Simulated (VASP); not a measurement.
# Na8F9 (a cell with a defect) in VASP: single point with PBE

Aim: the single point of Na8F9 (a cell with a defect) with PBE.

All numbers are computed with VASP 6.6.1; they aren't measurements. Logs are shortened: lines on timing, memory, paths and dates and some standing lists are left out, and cuts for length are marked.

**1. The cell of the first run**

The cell holds a defect, 17 atoms: a = 6.647 Å, b = 6.647 Å, c = 6.647 Å, α = 60.00°, β = 60.00°, γ = 60.00°.

**2. Single point, PBE, collinear spin**

The input, INCAR:

```
ALGO     = Normal         # electronic algorithm
EDIFF    = 1E-6           # SCF threshold, eV
ENCUT    = 520            # plane-wave cutoff, eV
GGA      = PE             # functional
ISIF     = 2              # what is computed and relaxed
ISMEAR   = 0              # smearing method
ISPIN    = 2              # spin polarisation
LASPH    = T              # aspherical terms in the spheres
LCHARG   = T              # write CHGCAR
LELF     = T              # ELF
LORBIT   = 11             # projections on sites
LREAL    = Auto         
LVHAR    = T            
LWAVE    = F              # write WAVECAR
MAGMOM   = 0 0 0 0 0 0 0 0 0 0 0 0.22 0 0 0.33 0 0.51 # initial moments
NBANDS   = 78             # bands
NELM     = 150            # most SCF steps
PREC     = Accurate       # precision mode
SIGMA    = 0.02           # smearing width, eV
```

The input, KPOINTS:

```
k-points
0
Gamma
  2 2 2
```

The input, POSCAR:

```
Na8F9
1.0
    0.0000000000      4.6999823628     -4.6999823628
    4.6999823628      4.6999823628      0.0000000000
    4.6999823628      0.0000000000     -4.6999823628
Na F
8 9
Direct
    0.4756989128     -0.0045528894      0.5043171053
    0.5179313053      0.4930065309      0.4683662257
    0.0215793363     -0.0045633150      0.5043094457
   -0.0105809972      0.5074590319      0.5105467031
    0.5106098948     -0.0190725184     -0.0052779985
    0.4532252114      0.5047022131     -0.0124054721
   -0.0187491129      0.0264782909      0.0082373713
    0.0516000873      0.5046628512     -0.0124356850
    0.2409078189      0.7529295276      0.2461391151
    0.2498821079      0.2438503832      0.2534676533
    0.7570534792      0.7531526135      0.2459339016
    0.7490869600      0.1577604856      0.3411064928
    0.2501035981      0.7596438081      0.7371794685
    0.2517461575      0.2539923361      0.7482116375
    0.7489511084      0.7947427696      0.7043875369
    0.7430722565      0.2537810587      0.7484431278
    0.7373196818      0.4786272216      1.0438327469
```

Potentials or basis: VASP PAW PBE potentials, release 64 (Na_pv, F).

The run is started by

```console
cat potpaw_PBE.64/Na_pv/POTCAR potpaw_PBE.64/F/POTCAR > POTCAR
mpirun -np 1 vasp_std > vasp.out
```

OUTCAR:

```text
EDIFF = 1E-6
   ENCUT = 520
   GGA = PE
   ISIF = 2
   ISMEAR = 0
   ISPIN = 2
   LASPH = T
   LORBIT = 11
   LREAL = Auto
   NELM = 150
   PREC = Accurate

 ion  position               nearest neighbor table
   1  0.476  0.995  0.504-  12 2.11  13 2.17  10 2.24  15 2.25
   2  0.518  0.493  0.468-  12 2.28
   3  0.022  0.995  0.504-  12 2.11  13 2.17  10 2.24  15 2.25
   4  0.989  0.507  0.511-  15 2.28   9 2.34  11 2.34
   5  0.511  0.981  0.995-  15 2.27  11 2.34   9 2.34
   6  0.453  0.505  0.988-  17 2.01  13 2.15  10 2.20  16 2.32   8 2.67
   7  0.981  0.026  0.008-  12 2.28  11 2.35   9 2.35  16 2.35  14 2.35
   8  0.052  0.505  0.988-  17 2.01  13 2.15  10 2.20  14 2.32   6 2.67
   9  0.241  0.753  0.246-   4 2.34   5 2.34   7 2.35
  10  0.250  0.244  0.253-   8 2.20   6 2.20   1 2.24   3 2.24
  11  0.757  0.753  0.246-   4 2.34   5 2.34   7 2.35
  12  0.749  0.158  0.341-   3 2.11   1 2.11   2 2.28   7 2.28
  13  0.250  0.760  0.737-   8 2.15   6 2.15   3 2.17   1 2.17
  14  0.252  0.254  0.748-   8 2.32   7 2.35
  15  0.749  0.795  0.704-   3 2.25   1 2.25   5 2.27   4 2.28
  16  0.743  0.254  0.748-   6 2.32   7 2.35
  17  0.737  0.479  0.044-   8 2.01   6 2.01

  LATTYP: Found a face centered cubic cell.
 ALAT       =     9.3999647256

  Lattice vectors:

 A1 = (   0.0000000000,   4.6999823628,  -4.6999823628)
 A2 = (   4.6999823628,   4.6999823628,   0.0000000000)
 A3 = (   4.6999823628,   0.0000000000,  -4.6999823628)

Analysis of symmetry for initial positions (statically):
=====================================================================
 Subroutine PRICEL returns:
 Original cell was already a primitive cell.

 Routine SETGRP: Setting up the symmetry group for a
 face centered cubic supercell.

 Subroutine GETGRP returns: Found  1 space group operations
 (whereof  1 operations were pure point group operations)
 out of a pool of 48 trial point group operations.

The static configuration has the point symmetry C_1 .

Analysis of symmetry for dynamics (positions and initial velocities):
=====================================================================
 Subroutine PRICEL returns:
 Original cell was already a primitive cell.

 Routine SETGRP: Setting up the symmetry group for a
 face centered cubic supercell.

 Subroutine GETGRP returns: Found  1 space group operations
 (whereof  1 operations were pure point group operations)
 out of a pool of 48 trial point group operations.

The dynamic configuration has the point symmetry C_1 .

Analysis of structural, dynamic, and magnetic symmetry:
=====================================================================
 Subroutine PRICEL returns:
 Original cell was already a primitive cell.

 Routine SETGRP: Setting up the symmetry group for a
 face centered cubic supercell.

 Subroutine GETGRP returns: Found  1 space group operations
 (whereof  1 operations were pure point group operations)
 out of a pool of 48 trial point group operations.

The overall configuration has the point symmetry C_1 .

 Subroutine INISYM returns: Found  1 space group operations
 (whereof  1 operations are pure point group operations),
 and found     1 'primitive' translations

----------------------------------------------------------------------------------------

                                     Primitive cell

  volume of cell :     207.6437

  direct lattice vectors                    reciprocal lattice vectors
     0.000000000  4.699982363 -4.699982363    -0.106383378  0.106383378 -0.106383378
     4.699982363  4.699982363  0.000000000     0.106383378  0.106383378  0.106383378
     4.699982363  0.000000000 -4.699982363     0.106383378 -0.106383378 -0.106383378

  length of vectors
     6.646778800  6.646778800  6.646778800     0.184261416  0.184261416  0.184261416

  position of ions in fractional coordinates (direct lattice)
     0.475698913  0.995447111  0.504317105
     0.517931305  0.493006531  0.468366226
     0.021579336  0.995436685  0.504309446
     0.989419003  0.507459032  0.510546703
     0.510609895  0.980927482  0.994722002
     0.453225211  0.504702213  0.987594528
[... 9 lines left out ...]
     0.743072256  0.253781059  0.748443128
     0.737319682  0.478627222  0.043832747

  ion indices of the primitive-cell ions
   primitive index   ion index
[... 35 lines left out ...]

  Shift w.r.t. Gamma in fractional coordinates (k-lattice)
     0.000000000  0.000000000  0.000000000

 Subroutine IBZKPT returns following result:
 ===========================================

 Found      8 irreducible k-points:

 Following reciprocal coordinates:
            Coordinates               Weight
  0.000000  0.000000  0.000000      1.000000
  0.500000  0.000000  0.000000      1.000000
  0.000000  0.500000  0.000000      1.000000
  0.000000  0.000000  0.500000      1.000000
  0.500000  0.500000  0.500000      1.000000
  0.500000  0.500000  0.000000      1.000000
  0.000000  0.500000  0.500000      1.000000
  0.500000  0.000000  0.500000      1.000000
   k-points           NKPTS =      8   k-points in BZ     NKDIM =      8   number of bands    NBANDS=     78
   number of dos      NEDOS =    301   number of ions     NIONS =     17
   total plane-waves  NPLWV = 125000
   dimension x,y,z NGX =    50 NGY =   50 NGZ =   50
   dimension x,y,z NGXF=   100 NGYF=  100 NGZF=  100
   ions per type =               8   9
   NGX,Y,Z   is equivalent  to a cutoff of  12.51, 12.51, 12.51 a.u.
   NGXF,Y,Z  is equivalent  to a cutoff of  25.01, 25.01, 25.01 a.u.
 SYSTEM =  unknown system
   PREC   = accura    normal or accurate (medium, high low for compatibility)
   ISTART =      0    job   : 0-new  1-cont  2-samecut
   ICHARG =      2    charge: 1-file 2-atom 10-const
   ISPIN  =      2    spin polarized calculation?
   LNONCOLLINEAR =      F non collinear calculations
   LSORBIT =      F    spin-orbit coupling
   LASPH  =      T    aspherical Exc in radial PAW
   ENCUT  =  520.0 eV  38.22 Ry    6.18 a.u.  12.36 12.36 12.36*2*pi/ulx,y,z
   NELM   =    150;   NELMIN=  2; NELMDL= -5     # of ELM steps
   EDIFF  = 0.1E-05   stopping-criterion for ELM
   LREAL  =      T    real-space projection
   EDIFFG = 0.1E-04   stopping-criterion for IOM
   NSW    =      0    number of steps for IOM
   IBRION =     -1    ionic relax: 0-MD 1-quasi-New 2-CG
   NFREE  =      0    steps in history (QN), initial steepest desc. (CG)
   ISIF   =      2    stress and relaxation
   ISYM   =      2    0-nonsym 1-usesym 2-fastsym
   POTIM  = 0.5000    time-step for ionic-motion
   TEBEG  =    0.0;   TEEND  =   0.0 temperature during run
   PSTRESS=    0.0 pullay stress
   NELECT =     119.0000    total number of electrons
   NUPDOWN=      -1.0000    fix difference up-down
   EMIN   =  10.00;   EMAX   =-10.00  energy-range for DOS
   EFERMI =   0.00;   METHOD = LEGACY
   ISMEAR =     0;   SIGMA  =   0.02  broadening in eV -4-tet -1-fermi 0-gaus
   EFERMI_NEDOS =   21; number of points for ismear=-14 and -15
   IALGO  =     38    algorithm
   IMIX   =      4    mixing-type and parameters
     AMIX     =   0.40;   BMIX     =  1.00
     AMIX_MAG =   1.60;   BMIX_MAG =  1.00
  volume/ion in A,a.u.               =      12.21        82.43
  Fermi-wavevector in a.u.,A,eV,Ry     =   1.359829  2.569704 25.159003  1.849135
  Thomas-Fermi vector in A             =   2.486543
   LORBIT       =     11    0 simple, 1 ext, 2 COOP (PROOUT), +10 PAW based schemes
   GGA     = PE    functional components
   LHFCALC =     F    Hartree Fock is set to
   AEXX    =    0.0000 exact exchange contribution
   IVDW    =     0    specifies the selected vdW correction
   LEPSILON=     F    determine dielectric tensor
   LRPA    =     F    only Hartree local field effects (RPA)
 spin polarized calculation
 Gauss-broadening in eV      SIGMA  =   0.02
  energy-cutoff  :      520.00
  volume of cell :      207.64
 maximum number of plane-waves:      5601
 NGX is ok and might be reduce to    50
   NGX = 25   NGY = 25   NGZ = 25

 number of electron     118.9999997 magnetization       0.0000406

 number of electron     118.9999997 magnetization      -0.0000109

 Free energy of the ion-electron system (eV)
  ---------------------------------------------------
  ext. energy  EPLUGINS =         0.00000000
  ---------------------------------------------------
  free energy    TOTEN  =       -69.16768947 eV

  energy without entropy =      -69.16768947  energy(sigma->0) =      -69.16768947

 E-fermi :  -1.4349     XC(G=0):  -9.2090

 val. band max:       -1.5352022322   @ k =   0.0000   0.0000   0.5000
 cond. band min:      -0.7490322498   @ k =   0.0000   0.0000   0.0000
 fundamental gap:      0.7861699823
 Fermi energy:        -1.4349024269

 spin component 1

 k-point     1 :       0.0000    0.0000    0.0000
  band No.  band energies     occupation
      1     -22.8138      1.00000
      2     -22.1422      1.00000
      3     -21.9428      1.00000
      4     -21.7986      1.00000
      5     -21.6809      1.00000
      6     -21.6782      1.00000
[... 581 lines left out ...]
     70      11.0624      0.00000
     71      11.8767      0.00000
 Fermi energy:        -1.4349024269

 spin component 2

 k-point     1 :       0.0000    0.0000    0.0000
  band No.  band energies     occupation
      1     -22.8139      1.00000
      2     -22.1422      1.00000
      3     -21.9428      1.00000
      4     -21.7986      1.00000
      5     -21.6809      1.00000
      6     -21.6782      1.00000
[... 581 lines left out ...]
     70      11.0624      0.00000
     71      11.8767      0.00000
 [bands above 71 left out]

------------------------ aborting loop because EDIFF is reached ----------------------------------------

  FORCE on cell =-STRESS in cart. coord.  units (eV):
  Direction    XX          YY          ZZ          XY          YZ          ZX
  --------------------------------------------------------------------------------------
  -------------------------------------------------------------------------------------
  Total        1.9111886      8.1463952      8.1423342      0.0055451     -2.6369904      0.0009520
  in kB       14.7467207     62.8575394     62.8262051      0.0427860    -20.3470029      0.0073454
  external PRESSURE =      46.8101551 kB  Pullay stress =       0.0000000 kB

 VOLUME and BASIS-vectors are now :
 -----------------------------------------------------------------------------
  energy-cutoff  :      520.00
  volume of cell :      207.64
      direct lattice vectors                 reciprocal lattice vectors
     0.000000000  4.699982363 -4.699982363    -0.106383378  0.106383378 -0.106383378
     4.699982363  4.699982363  0.000000000     0.106383378  0.106383378  0.106383378
     4.699982363  0.000000000 -4.699982363     0.106383378 -0.106383378 -0.106383378

 POSITION                                       TOTAL-FORCE (eV/Angst)
 -----------------------------------------------------------------------------------
      7.04887      6.91436     -4.60606         0.000678     -0.012690      0.015373
      4.51844      4.75139     -4.63558        -0.012348     -0.002613      0.000865
      7.04878      4.77996     -2.47167         0.000767      0.013443     -0.013839
      4.78461      7.03530     -7.04981         0.003325      0.002402      0.000294
      9.28552      7.01020     -7.07503         0.004098      0.009631      0.007389
      7.01377      4.50224     -6.77183         0.007640     -0.020465      0.021018
[... 9 lines left out ...]
      4.71044      4.68519     -7.01010         0.001402      0.006912     -0.000227
      2.45555      5.71493     -3.67140        -0.046854     -0.011285     -0.010176
 -----------------------------------------------------------------------------------
    total drift:                                0.006851      0.002371     -0.007409

  FREE ENERGIE OF THE ION-ELECTRON SYSTEM (eV)
  ---------------------------------------------------
  free  energy   TOTEN  =       -69.1676894723 eV

  energy  without entropy=      -69.1676894723  energy(sigma->0) =      -69.16768947

 total charge

# of ion       s       p       d       tot
------------------------------------------
    1        0.058   6.007   0.000   6.065
    2        0.044   5.988   0.000   6.032
    3        0.058   6.007   0.000   6.065
    4        0.046   5.989   0.000   6.035
    5        0.045   5.989   0.000   6.034
    6        0.063   6.011   0.000   6.074
[... 9 lines left out ...]
   16        1.728   4.374   0.000   6.102
   17        1.753   4.273   0.000   6.026
--------------------------------------------------
tot         16.036  87.130   0.000 103.166

 magnetization (x)

# of ion       s       p       d       tot
------------------------------------------
    1        0.000   0.000   0.000   0.000
    2        0.000   0.000   0.000   0.000
    3        0.000   0.000   0.000   0.000
    4       -0.000  -0.000   0.000  -0.000
    5       -0.000  -0.000   0.000  -0.000
    6        0.000   0.000   0.000   0.000
[... 9 lines left out ...]
   16       -0.000   0.000   0.000  -0.000
   17       -0.000  -0.000   0.000  -0.000
--------------------------------------------------
tot         -0.000  -0.000   0.000  -0.000
```

Wall time 6.1 min (1 thread of Intel Xeon 6975P-C (Granite Rapids), shared host); peak memory 0.48 GiB.

Results:

```yaml
Free_energy: -69.1677 eV
Pressure: 4.7 GPa
Largest_force: 0.049 eV/Å
Net_moment: 0.00 μB per cell
Valence_electrons_inside_the_program's_atomic_spheres: Na 6.07, 6.03, 6.04 (each value once); F 6.10, 6.12, 6.04, 6.13, 6.03 (each value once)
```

Forces on the atoms (eV/Å):
```
Na   0.001 -0.013  0.015
Na  -0.012 -0.003  0.001
Na   0.001  0.013 -0.014
Na   0.003  0.002  0.000
Na   0.004  0.010  0.007
Na   0.008 -0.020  0.021
Na   0.022  0.000  0.004
Na   0.008  0.022 -0.018
F   -0.006  0.010 -0.007
F    0.002 -0.006 -0.004
F   -0.004 -0.009  0.006
F    0.012 -0.015 -0.018
F    0.004  0.008  0.003
F    0.001 -0.003  0.004
F    0.002  0.009  0.009
F    0.001  0.007  0.000
F   -0.047 -0.011 -0.010
```

Caveat: the k points lie up to 0.58 Å⁻¹ apart.
